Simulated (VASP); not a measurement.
# AlZn (P-6m2) in VASP: a series of runs, part 2 of 2

VASP 6.6.1. The steps go on from the part before.

### 3 Single point, PBE

This run uses another cell than the first one, of 18.30 Å³/atom.

INCAR

```
SYSTEM = AlZn
ALGO = Normal
EDIFF = 1E-6
ENCUT = 520
GGA = PE
ISIF = 2
ISMEAR = 0
LASPH = .TRUE.
LCHARG = .TRUE.
LELF = .TRUE.
LREAL = .FALSE.
LVHAR = .TRUE.
LWAVE = .FALSE.
NBANDS = 14
NELM = 60
PREC = Accurate
SIGMA = 0.1
```

KPOINTS

```
k-points
0
G
  6 6 6
  0 0 0
```

POSCAR

```
AlZn
1.0
    3.4709513659      0.0000000000      0.0000000000
   -1.7354756829      3.0059320582      0.0000000000
    0.0000000000      0.0000000000      3.5083404529
Al Zn
1 1
Direct
    0.0000000000      0.0000000000      0.0000000000
    0.6666666667      0.3333333333      0.5000000000
```

Potentials or basis: VASP PAW PBE potentials, release 64 (Al, Zn).

On the command line:

```sh
$ cat potpaw_PBE.64/Al/POTCAR potpaw_PBE.64/Zn/POTCAR > POTCAR
$ mpirun -np 1 vasp_std > vasp.out
```

OUTCAR:

```text
SYSTEM = AlZn
   EDIFF = 1E-6
   ENCUT = 520
   GGA = PE
   ISIF = 2
   ISMEAR = 0
   LASPH = .TRUE.
   LREAL = .FALSE.
   NELM = 60
   PREC = Accurate

 ion  position               nearest neighbor table
   1  0.000  0.000  0.000-   2 2.66   2 2.66   2 2.66   2 2.66   2 2.66   2 2.66
   2  0.667  0.333  0.500-   1 2.66   1 2.66   1 2.66   1 2.66   1 2.66   1 2.66

  LATTYP: Found a hexagonal cell.
 ALAT       =     3.4709513659
 C/A-ratio  =     1.0107719997

  Lattice vectors:

 A1 = (   3.4709513659,   0.0000000000,   0.0000000000)
 A2 = (  -1.7354756829,   3.0059320582,   0.0000000000)
 A3 = (   0.0000000000,   0.0000000000,   3.5083404529)

Analysis of symmetry for initial positions (statically):
=====================================================================
 Subroutine PRICEL returns:
 Original cell was already a primitive cell.

 Routine SETGRP: Setting up the symmetry group for a
 hexagonal supercell.

 Subroutine GETGRP returns: Found 12 space group operations
 (whereof 12 operations were pure point group operations)
 out of a pool of 24 trial point group operations.

The static configuration has the point symmetry D_3h.

Analysis of symmetry for dynamics (positions and initial velocities):
=====================================================================
 Subroutine PRICEL returns:
 Original cell was already a primitive cell.

 Routine SETGRP: Setting up the symmetry group for a
 hexagonal supercell.

 Subroutine GETGRP returns: Found 12 space group operations
 (whereof 12 operations were pure point group operations)
 out of a pool of 24 trial point group operations.

The dynamic configuration has the point symmetry D_3h.

 Subroutine INISYM returns: Found 12 space group operations
 (whereof 12 operations are pure point group operations),
 and found     1 'primitive' translations

----------------------------------------------------------------------------------------

[... 116 lines left out ...]
   LORBIT       =      0    0 simple, 1 ext, 2 COOP (PROOUT), +10 PAW based schemes
   GGA     = PE    functional components
   LHFCALC =     F    Hartree Fock is set to
   AEXX    =    0.0000 exact exchange contribution
   IVDW    =     0    specifies the selected vdW correction
   LEPSILON=     F    determine dielectric tensor
   LRPA    =     F    only Hartree local field effects (RPA)
 non-spin polarized calculation
 Gauss-broadening in eV      SIGMA  =   0.10
  energy-cutoff  :      520.00
  volume of cell :       36.60
 maximum number of plane-waves:      1010
 NGX is ok and might be reduce to    28
   NGX = 13   NGY = 13   NGZ = 13

 number of electron      15.0000012 magnetization

 Free energy of the ion-electron system (eV)
  ---------------------------------------------------
  ext. energy  EPLUGINS =         0.00000000
  ---------------------------------------------------
  free energy    TOTEN  =        -4.33733067 eV

  energy without entropy =       -4.33189705  energy(sigma->0) =       -4.33461386

 E-fermi :   4.1128     XC(G=0): -10.1665

 val. band max:        4.0992288497   @ k =   0.1667   0.1667   0.1667
 cond. band min:       4.5078262799   @ k =   0.1667   0.1667   0.1667
 fundamental gap:      0.4085974303
 Fermi energy:         4.1127502377

 k-point     1 :       0.0000    0.0000    0.0000
  band No.  band energies     occupation
      1      -5.4337      2.00000
      2      -3.2164      2.00000
      3      -3.0626      2.00000
      4      -3.0626      2.00000
      5      -2.9692      2.00000
      6      -2.9692      2.00000
      7       5.6031      0.00000
      8       8.2696      0.00000
      9       9.1051      0.00000
     10       9.1051      0.00000
     11      11.4978      0.00000
     12      11.4978      0.00000
     13      12.4491      0.00000
     14      14.7038      0.00000
[... 377 lines left out ...]
      1      -3.4285      2.00000
      2      -3.1827      2.00000
      3      -3.1045      2.00000
      4      -2.8989      2.00000
      5      -2.8960      2.00000
      6      -0.3976      2.00000
      7      -0.3369      2.00000
      8       5.1578      0.00000
      9       5.2499      0.00000
     10       9.5436      0.00000
     11       9.7359      0.00000
     12      10.9998      0.00000
     13      12.7115      0.00000
     14      19.1595      0.00000

 [... further k-points ...]
[... 5 lines left out ...]
  --------------------------------------------------------------------------------------
  -------------------------------------------------------------------------------------
  Total        0.0232972      0.0232972      0.0250946      0.0000000     -0.0000000      0.0000000
  in kB        1.0197295      1.0197295      1.0984035      0.0000000     -0.0000000      0.0000000
  external PRESSURE =       1.0459542 kB  Pullay stress =       0.0000000 kB

 VOLUME and BASIS-vectors are now :
 -----------------------------------------------------------------------------
  energy-cutoff  :      520.00
  volume of cell :       36.60
      direct lattice vectors                 reciprocal lattice vectors
     3.470951366  0.000000000  0.000000000     0.288105449  0.166337758  0.000000000
    -1.735475683  3.005932058  0.000000000     0.000000000  0.332675516  0.000000000
     0.000000000  0.000000000  3.508340453     0.000000000  0.000000000  0.285035051

 POSITION                                       TOTAL-FORCE (eV/Angst)
 -----------------------------------------------------------------------------------
      0.00000      0.00000      0.00000         0.000000      0.000000      0.000000
      1.73548      1.00198      1.75417        -0.000000     -0.000000      0.000000
 -----------------------------------------------------------------------------------
    total drift:                               -0.000001      0.000001      0.000000

  FREE ENERGIE OF THE ION-ELECTRON SYSTEM (eV)
  ---------------------------------------------------
  free  energy   TOTEN  =        -4.3373306667 eV

  energy  without entropy=       -4.3318970542  energy(sigma->0) =       -4.33461386
```

stdout:

```text
POSCAR found type information on POSCAR AlZn
 POSCAR found :  2 types and       2 ions
 scaLAPACK will be used
 LDA part: xc-table for (Slater+PW92), standard interpolation
 POSCAR, INCAR and KPOINTS ok, starting setup
 FFT: planning ... GRIDC
 FFT: planning ... GRID_SOFT
 FFT: planning ... GRID
 WAVECAR not read
 entering main loop
```

It took 7 s on 1 thread of Intel Xeon 6975P-C (Granite Rapids), shared host; peak memory 0.16 GiB.

What came out:

```yaml
Free_energy: -4.3373 eV
Pressure: 0.1 GPa
Band_gap_on_the_k_mesh: zero (an odd number of electrons rules out a gap without spin polarisation)
```

Levels at points of the mesh, in eV from the Fermi level:
| k point | band 3 | band 4 | band 5 | band 6 | band 7 | band 8 | band 9 | band 10 | band 11 | band 12 |
| --- | --- | --- | --- | --- | --- | --- | --- | --- | --- | --- |
| (0.00, 0.00, 0.00) | -7.18 | -7.18 | -7.08 | -7.08 | 1.49 | 4.16 | 4.99 | 4.99 | 7.39 | 7.39 |
| (0.50, 0.00, 0.00) | -7.23 | -7.11 | -6.97 | -5.45 | -4.73 | 1.89 | 4.56 | 4.78 | 6.75 | 7.49 |
| (0.00, 0.00, 0.50) | -7.17 | -7.15 | -7.15 | -6.61 | -6.00 | 7.39 | 7.39 | 8.31 | 8.31 | 9.93 |
| (0.50, 0.00, 0.50) | -7.23 | -6.96 | -6.96 | -2.98 | -2.64 | -1.60 | -1.24 | 5.09 | 5.11 | 6.44 |

The gap in the log of VASP goes by the Fermi energy; the results here count the filled bands.